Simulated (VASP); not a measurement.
A run of VASP 6.6.1:

Contents of INCAR:

```
SYSTEM = Cr
PREC     = Accurate       ! precision mode
ENCUT    = 600            ! plane-wave cutoff, eV
EDIFF    = 1E-7           ! SCF threshold, eV
ISMEAR   = -1             ! smearing method
SIGMA    = 0.05           ! smearing width, eV
LREAL    = .FALSE.        ! projectors in reciprocal space
LASPH    = .TRUE.         ! aspherical terms in the spheres
NELM     = 150            ! most SCF steps
ALGO     = Normal         ! electronic algorithm
ISIF     = 3              ! what is computed and relaxed
LWAVE    = .FALSE.        ! write WAVECAR
LCHARG   = .FALSE.        ! write CHGCAR
ISPIN    = 2              ! spin polarisation
MAGMOM   = 1.5 -1.5       ! initial moments
LORBIT   = 11             ! projections on sites
LMAXMIX  = 4              ! l up to which the mixer works
GGA      = PS             ! functional
IBRION   = 2              ! ionic algorithm
NSW      = 80             ! ionic steps
EDIFFG   = -0.01          ! ionic threshold
```

File KPOINTS:

```
Automatic mesh
0
G
  12 12 12
  0 0 0
```

File POSCAR:

```
Cr
1.0
    0.0000000000      2.3484326893      2.3484326893
    2.3484326893      0.0000000000      2.3484326893
    2.3484326893      2.3484326893      0.0000000000
Cr
2
Direct
    0.0000000000      0.0000000000      0.0000000000
    0.5000000000      0.5000000000      0.5000000000
```

Potentials or basis: VASP PAW PBE potentials, release 64 (Cr_pv).

Run with:

```bash
$ cat potpaw_PBE.64/Cr_pv/POTCAR > POTCAR
$ mpirun -np 1 vasp_std > vasp.out
```

Hardware: 1 thread of Intel Xeon 8259CL, on a shared host.

How long does it take, and how much memory?

Wall time 8.7 min on 1 thread of Intel Xeon 8259CL, on a shared host, peak memory 0.22 GiB. Counts: scf iterations 62, k points 72, ion steps 4.
